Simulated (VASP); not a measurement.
# InAs (F-43m) in VASP: notebook

Aim: see how the results for InAs move with the level of theory and the settings. Levels: RPBE+D3(BJ), LDA. Tasks: single point, vibrations by perturbation theory, elastic constants.

All numbers are computed with VASP 6.6.1; they aren't measurements. Logs are shortened: lines on timing, memory, paths and dates and some standing lists are left out, and cuts for length are marked.

### 1 The cell of the first run

It takes space group F-43m (No. 216, cubic). Conventional cell: a = 6.036 Å, b = 6.036 Å, c = 6.036 Å, α = 90.00°, β = 90.00°, γ = 90.00°. Within 3.4 Å of In (site symmetry -43m) lie 4 As at 2.61 Å. As (site symmetry -43m) has 4 In at 2.61 Å within 3.4 Å.

### 2 Single point, RPBE+D3(BJ)

File POSCAR:

```
InAs
1.0
    0.0000000000      3.0180000000      3.0180000000
    3.0180000000      0.0000000000      3.0180000000
    3.0180000000      3.0180000000      0.0000000000
In As
1 1
Direct
    0.0000000000      0.0000000000      0.0000000000
    0.7500000000      0.7500000000      0.7500000000
```

File INCAR.step1:

```
PREC = Accurate ; ENCUT = 520
EDIFF = 1E-6 ; ISMEAR = -1
SIGMA = 0.1 ; LREAL = F
LASPH = T ; NELM = 60
ALGO = Normal ; ISIF = 2
LWAVE = F ; LCHARG = T
GGA = RP ; IVDW = 12
NBANDS = 16
```

File KPOINTS.step1:

```
Automatic mesh
0
Gamma
  8 8 8
```

File INCAR.step2:

```
PREC = Accurate ; ENCUT = 520
EDIFF = 1E-6 ; ISMEAR = -5
SIGMA = 0.1 ; LREAL = F
LASPH = T ; NELM = 60
ALGO = Normal ; ISIF = 2
LWAVE = F ; LCHARG = F
GGA = RP ; IVDW = 12
LORBIT = 11 ; NEDOS = 2001
ICHARG = 11
```

File KPOINTS.step2:

```
Automatic mesh
0
Gamma
  12 12 12
```

Potentials or basis: VASP PAW PBE potentials, release 64 (In_d, As).

Run with:

```bash
> cat potpaw_PBE.64/In_d/POTCAR potpaw_PBE.64/As/POTCAR > POTCAR
> cp INCAR.step1 INCAR
> cp KPOINTS.step1 KPOINTS
> mpirun -np 1 vasp_std > vasp.out
> cp INCAR.step2 INCAR
> cp KPOINTS.step2 KPOINTS
> mpirun -np 1 vasp_std > vasp.out
```

OUTCAR:

```text
PREC = Accurate
   ENCUT = 520
   EDIFF = 1E-6
   ISMEAR = -5
   LREAL = F
   LASPH = T
   NELM = 60
   ISIF = 2
   GGA = RP
   IVDW = 12
   LORBIT = 11
   ICHARG = 11
 IVDW          = 12

 ion  position               nearest neighbor table
   1  0.000  0.000  0.000-   2 2.61   2 2.61   2 2.61   2 2.61
   2  0.750  0.750  0.750-   1 2.61   1 2.61   1 2.61   1 2.61

  LATTYP: Found a face centered cubic cell.
 ALAT       =     6.0360000000

  Lattice vectors:

 A1 = (   0.0000000000,   3.0180000000,   3.0180000000)
 A2 = (   3.0180000000,   0.0000000000,   3.0180000000)
 A3 = (   3.0180000000,   3.0180000000,   0.0000000000)

Analysis of symmetry for initial positions (statically):
=====================================================================
 Subroutine PRICEL returns:
 Original cell was already a primitive cell.

 Routine SETGRP: Setting up the symmetry group for a
 face centered cubic supercell.

 Subroutine GETGRP returns: Found 24 space group operations
 (whereof 24 operations were pure point group operations)
 out of a pool of 48 trial point group operations.

The static configuration has the point symmetry T_d .

Analysis of symmetry for dynamics (positions and initial velocities):
=====================================================================
 Subroutine PRICEL returns:
 Original cell was already a primitive cell.

 Routine SETGRP: Setting up the symmetry group for a
 face centered cubic supercell.

 Subroutine GETGRP returns: Found 24 space group operations
 (whereof 24 operations were pure point group operations)
 out of a pool of 48 trial point group operations.

The dynamic configuration has the point symmetry T_d .

 Subroutine INISYM returns: Found 24 space group operations
 (whereof 24 operations are pure point group operations),
 and found     1 'primitive' translations

----------------------------------------------------------------------------------------

                                     Primitive cell

  volume of cell :      54.9778

  direct lattice vectors                    reciprocal lattice vectors
     0.000000000  3.018000000  3.018000000    -0.165672631  0.165672631  0.165672631
     3.018000000  0.000000000  3.018000000     0.165672631 -0.165672631  0.165672631
     3.018000000  3.018000000  0.000000000     0.165672631  0.165672631 -0.165672631

  length of vectors
     4.268096531  4.268096531  4.268096531     0.286953414  0.286953414  0.286953414

  position of ions in fractional coordinates (direct lattice)
     0.000000000  0.000000000  0.000000000
     0.750000000  0.750000000  0.750000000

  ion indices of the primitive-cell ions
   primitive index   ion index
                 1           1
                 2           2

----------------------------------------------------------------------------------------

 KPOINTS: Automatic mesh

Automatic generation of k-mesh.
 Grid dimensions read from file:
 generate k-points for:   12   12   12

 Generating k-lattice:

  Cartesian coordinates                     Fractional coordinates (reciprocal lattice)
    -0.013806053  0.013806053  0.013806053     0.083333333  0.000000000  0.000000000
     0.013806053 -0.013806053  0.013806053     0.000000000  0.083333333  0.000000000
     0.013806053  0.013806053 -0.013806053     0.000000000  0.000000000  0.083333333

  Length of vectors
     0.023912785  0.023912785  0.023912785

  Shift w.r.t. Gamma in fractional coordinates (k-lattice)
     0.000000000  0.000000000  0.000000000

 TETIRR: Found    247 inequivalent tetrahedra from    10368

 Subroutine IBZKPT returns following result:
 ===========================================

 Found     72 irreducible k-points:

 Following reciprocal coordinates:
            Coordinates               Weight
  0.000000  0.000000  0.000000      1.000000
  0.083333  0.000000  0.000000      8.000000
  0.166667  0.000000  0.000000      8.000000
  0.250000  0.000000  0.000000      8.000000
  0.333333  0.000000  0.000000      8.000000
  0.416667  0.000000  0.000000      8.000000
[... 16 lines left out ...]
  0.500000  0.166667  0.000000     24.000000
 -0.416667  0.166667  0.000000     24.000000
 [... further k-points ...]
   k-points           NKPTS =     72   k-points in BZ     NKDIM =     72   number of bands    NBANDS=     13
   number of dos      NEDOS =   2001   number of ions     NIONS =      2
   total plane-waves  NPLWV =  32768
   dimension x,y,z NGX =    32 NGY =   32 NGZ =   32
   dimension x,y,z NGXF=    64 NGYF=   64 NGZF=   64
   ions per type =               1   1
   NGX,Y,Z   is equivalent  to a cutoff of  12.46, 12.46, 12.46 a.u.
   NGXF,Y,Z  is equivalent  to a cutoff of  24.93, 24.93, 24.93 a.u.
 SYSTEM =  unknown system
   PREC   = accura    normal or accurate (medium, high low for compatibility)
   ISTART =      0    job   : 0-new  1-cont  2-samecut
   ICHARG =     11    charge: 1-file 2-atom 10-const
   ISPIN  =      1    spin polarized calculation?
   LNONCOLLINEAR =      F non collinear calculations
   LSORBIT =      F    spin-orbit coupling
   LASPH  =      T    aspherical Exc in radial PAW
   ENCUT  =  520.0 eV  38.22 Ry    6.18 a.u.   7.94  7.94  7.94*2*pi/ulx,y,z
   NELM   =     60;   NELMIN=  2; NELMDL=  0     # of ELM steps
   EDIFF  = 0.1E-05   stopping-criterion for ELM
   LREAL  =      F    real-space projection
   EDIFFG = 0.1E-04   stopping-criterion for IOM
   NSW    =      0    number of steps for IOM
   IBRION =     -1    ionic relax: 0-MD 1-quasi-New 2-CG
   NFREE  =      0    steps in history (QN), initial steepest desc. (CG)
   ISIF   =      2    stress and relaxation
   ISYM   =      2    0-nonsym 1-usesym 2-fastsym
   POTIM  = 0.5000    time-step for ionic-motion
   TEBEG  =    0.0;   TEEND  =   0.0 temperature during run
   PSTRESS=    0.0 pullay stress
   NELECT =      18.0000    total number of electrons
   NUPDOWN=      -1.0000    fix difference up-down
   EMIN   =  10.00;   EMAX   =-10.00  energy-range for DOS
   EFERMI =   0.00;   METHOD = LEGACY
   ISMEAR =    -5;   SIGMA  =   0.10  broadening in eV -4-tet -1-fermi 0-gaus
   EFERMI_NEDOS =   21; number of points for ismear=-14 and -15
   IALGO  =     38    algorithm
   IMIX   =      4    mixing-type and parameters
     AMIX     =   0.40;   BMIX     =  1.00
     AMIX_MAG =   1.60;   BMIX_MAG =  1.00
  volume/ion in A,a.u.               =      27.49       185.50
  Fermi-wavevector in a.u.,A,eV,Ry     =   1.128331  2.132236 17.321990  1.273130
  Thomas-Fermi vector in A             =   2.265020
   LORBIT       =     11    0 simple, 1 ext, 2 COOP (PROOUT), +10 PAW based schemes
   GGA     = RP    functional components
   LHFCALC =     F    Hartree Fock is set to
   AEXX    =    0.0000 exact exchange contribution
   IVDW    =    12    specifies the selected vdW correction
   LEPSILON=     F    determine dielectric tensor
   LRPA    =     F    only Hartree local field effects (RPA)
 non-spin polarized calculation
 Fermi weights with tetrahedron method with Bloechl corrections
  energy-cutoff  :      520.00
  volume of cell :       54.98
 maximum number of plane-waves:      1492

 number of electron      17.9999991 magnetization

 Free energy of the ion-electron system (eV)
  ---------------------------------------------------
  ext. energy  EPLUGINS =         0.00000000
  ---------------------------------------------------
  free energy    TOTEN  =        -6.94627277 eV

  energy without entropy =       -6.94627277  energy(sigma->0) =       -6.94627277

 E-fermi :   4.6772     XC(G=0):  -8.9472

 val. band max:        4.6753116512   @ k =   0.0000   0.0000   0.0000
 cond. band min:       4.6753118112   @ k =   0.0000   0.0000   0.0000
 fundamental gap:      0.0000001600
 Fermi energy:         4.6771918021

 k-point     1 :       0.0000    0.0000    0.0000
  band No.  band energies     occupation
      1      -9.7533      2.00000
      2      -9.7533      2.00000
      3      -9.7533      2.00000
      4      -9.6255      2.00000
      5      -9.6255      2.00000
      6      -7.1800      2.00000
      7       4.6333      2.00000
      8       4.6753      2.00000
      9       4.6753      2.00000
     10       4.6753      0.00001
     11       8.6271      0.00000
     12       8.6271      0.00000
     13       8.6271      0.00000

 k-point     2 :       0.0833    0.0000    0.0000
  band No.  band energies     occupation
      1      -9.7625      2.00000
      2      -9.7506      2.00000
      3      -9.7506      2.00000
      4      -9.6256      2.00000
      5      -9.6256      2.00000
      6      -7.1070      2.00000
      7       3.4730      2.00000
      8       4.5840      2.00000
      9       4.5840      2.00000
     10       5.5839     -0.00000
     11       8.6743      0.00000
     12       8.7624      0.00000
     13       8.7624      0.00000

 k-point     3 :       0.1667    0.0000    0.0000
  band No.  band energies     occupation
      1      -9.7868      2.00000
      2      -9.7434      2.00000
      3      -9.7434      2.00000
      4      -9.6254      2.00000
      5      -9.6254      2.00000
      6      -6.8961      2.00000
      7       2.2202      2.00000
      8       4.3618      2.00000
      9       4.3618      2.00000
     10       6.0227      0.00000
     11       9.0719      0.00000
     12       9.0719      0.00000
     13       9.0803      0.00000
[... 305 lines left out ...]
 k-point    23 :       0.5000    0.1667    0.0000
  band No.  band energies     occupation
      1      -9.8851      2.00000
      2      -9.7142      2.00000
      3      -9.7075      2.00000
      4      -9.6296      2.00000
      5      -9.6150      2.00000
      6      -5.5925      2.00000
      7      -0.8577      2.00000
      8       2.4589      2.00000
      9       3.2687      2.00000
     10       6.9776      0.00000
     11       8.9888      0.00000
     12      10.3302      0.00000
     13      11.2359      0.00000

 k-point    24 :      -0.4167    0.1667    0.0000
  band No.  band energies     occupation
      1      -9.8849      2.00000
      2      -9.7147      2.00000
      3      -9.7090      2.00000
      4      -9.6247      2.00000
      5      -9.6192      2.00000
      6      -5.5494      2.00000
      7      -0.9330      2.00000
      8       2.2978      2.00000
      9       3.4077      2.00000
     10       6.9846      0.00000
     11       9.1052      0.00000
     12      10.1335      0.00000
     13      11.7739      0.00000

 [... further k-points ...]

------------------------ aborting loop because EDIFF is reached ----------------------------------------

 Edisp (eV)   -3.03319

 E8    (eV) :    -2.0188

  FORCE on cell =-STRESS in cart. coord.  units (eV):
  Direction    XX          YY          ZZ          XY          YZ          ZX
  --------------------------------------------------------------------------------------
  -------------------------------------------------------------------------------------
  Total      -1.32073    -1.32073    -1.32073     0.00000     0.00000    -0.00000
  in kB     -38.48893   -38.48893   -38.48893     0.00000     0.00000    -0.00000
  external pressure =      -38.49 kB  Pullay stress =        0.00 kB

 VOLUME and BASIS-vectors are now :
 -----------------------------------------------------------------------------
  energy-cutoff  :      520.00
  volume of cell :       54.98
      direct lattice vectors                 reciprocal lattice vectors
     0.000000000  3.018000000  3.018000000    -0.165672631  0.165672631  0.165672631
     3.018000000  0.000000000  3.018000000     0.165672631 -0.165672631  0.165672631
     3.018000000  3.018000000  0.000000000     0.165672631  0.165672631 -0.165672631

 POSITION                                       TOTAL-FORCE (eV/Angst)
 -----------------------------------------------------------------------------------
      0.00000      0.00000      0.00000         0.000000      0.000000      0.000000
      4.52700      4.52700      4.52700        -0.000000     -0.000000     -0.000000
 -----------------------------------------------------------------------------------
    total drift:                                0.000000      0.000000      0.000000

  FREE ENERGIE OF THE ION-ELECTRON SYSTEM (eV)
  ---------------------------------------------------
  free  energy   TOTEN  =        -9.9794594862 eV

  energy  without entropy=       -9.9794594862  energy(sigma->0) =       -9.97945949

 total charge

# of ion       s       p       d       tot
------------------------------------------
    1        0.845   0.735   9.890  11.470
    2        1.213   1.586   0.022   2.821
--------------------------------------------------
tot          2.058   2.321   9.912  14.291
```

Wall time 72 s (1 thread of Intel Xeon 8259CL, shared host); peak memory 0.22 GiB.

Results:

* Valence electrons inside the program's atomic spheres: In 11.47; As 2.82
* Dispersion energy per atom: -1.517 eV

Levels at points of the mesh, in eV from the Fermi level:
```
           k point  band 5  band 6  band 7  band 8  band 9  band 10  band 11  band 12  band 13
(0.00, 0.00, 0.00)  -14.30  -11.86   -0.04    0.00    0.00     0.00     3.95     3.95     3.95
(0.50, 0.00, 0.00)  -14.29  -10.38   -5.74   -0.99   -0.99     1.06     4.72     4.72     7.02
(0.50, 0.50, 0.00)  -14.28   -9.83   -5.82   -2.33   -2.33     1.65     2.14     9.36     9.37
```

Caveat: the PAW data sets were made with another functional, which shifts forces and pressure a little; spin-orbit coupling is left out, which moves the levels of the heavy elements; tetrahedron occupations give inexact forces and stress in metals.

(Part 1 of 2 ends here.)
